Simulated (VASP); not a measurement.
Runs of VASP 6.6.1 on NiSb. The structure is that of space group P6_3/mmc (No. 194), or close to it. The cells are those of the table. 

```tsv
task	cell	cutoff (eV)	gap on the mesh (eV)	pressure (GPa)
relaxation of shape and atoms at fixed volume	relaxed from a = 3.810, b = 3.810, c = 4.942 Å, angles 90.0, 90.0, 120.0°, 4 atoms	600	none	19.5
single point	a = 4.104, b = 4.104, c = 5.323 Å, angles 90.0, 90.0, 120.0°, 4 atoms	520	none	-8.5
single point	a = 3.853, b = 3.853, c = 4.997 Å, angles 90.0, 90.0, 120.0°, 4 atoms	520	none	(a)
relaxation of shape and atoms at fixed volume	relaxed from a = 3.853, b = 3.853, c = 4.997 Å, angles 90.0, 90.0, 120.0°, 4 atoms	600	none	13.1
single point	a = 3.895, b = 3.895, c = 5.052 Å, angles 90.0, 90.0, 120.0°, 4 atoms	520	none	7.9
single point	a = 3.810, b = 3.810, c = 4.942 Å, angles 90.0, 90.0, 120.0°, 4 atoms	520	none	19.5
single point	a = 4.015, b = 4.015, c = 5.208 Å, angles 90.0, 90.0, 120.0°, 4 atoms	520	none	-3.2
```

Alike in all rows: level PBE; potentials or basis VASP PAW PBE potentials, release 64 (Ni, Sb); no spin polarisation; k mesh 12 × 12 × 8; smearing gaussian 0.1 eV.

Q: Fill in the values left out.

A: (a) 13.2.

Caveats: spin-orbit coupling is left out, which moves the levels of the heavy elements; the cell stands under pressure (at least some runs); the cell stands under tension (at least some runs).

A k mesh can miss the band edges, and the runs leave out spin-orbit coupling on Sb.

A gap of «none» marks levels without a gap at the run's occupations.
